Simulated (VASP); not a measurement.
A run of VASP 6.6.1:

The input INCAR:

```
  ALGO = Normal
  EDIFF = 1E-6
  ENCUT = 500
  GGA = PE
  GGA_COMPAT = F
  ISIF = 2
  ISMEAR = 0
  ISPIN = 2
  LASPH = T
  LCHARG = F
  LMAXMIX = 4
  LORBIT = 11
  LREAL = F
  LWAVE = F
  MAGMOM = 1 1 0 0
  NBANDS = 32
  NELM = 200
  PREC = Accurate
  SIGMA = 0.1
```

The input KPOINTS:

```
k-points
0
Gamma
  6 6 4
```

Contents of POSCAR:

```
WSe
1.0
    3.5900991075      0.0000000000      0.0000000000
   -1.7950495537      3.1091170292      0.0000000000
    0.0000000000      0.0000000000      5.5646536166
W Se
2 2
Direct
    0.0000000000      0.0000000000      0.0000000000
    0.0000000000      0.0000000000      0.5000000000
    0.3333333333      0.6666666667      0.2500000000
    0.6666666667      0.3333333333      0.7500000000
```

Potentials or basis: VASP PAW PBE potentials, release 64 (W_sv, Se).

Run with:

```sh
$ cat potpaw_PBE.64/W_sv/POTCAR potpaw_PBE.64/Se/POTCAR > POTCAR
$ mpirun -np 1 vasp_std > vasp.out
```

Hardware: 1 thread of Oxide Virtual Turin-like Processor, on a shared host.

Q: Estimate the wall time of this run.

A: It took 3.2 min on 1 thread of Oxide Virtual Turin-like Processor, with other jobs on the host, peak memory 0.2 GiB. Counts: scf iterations 20, k points 21.
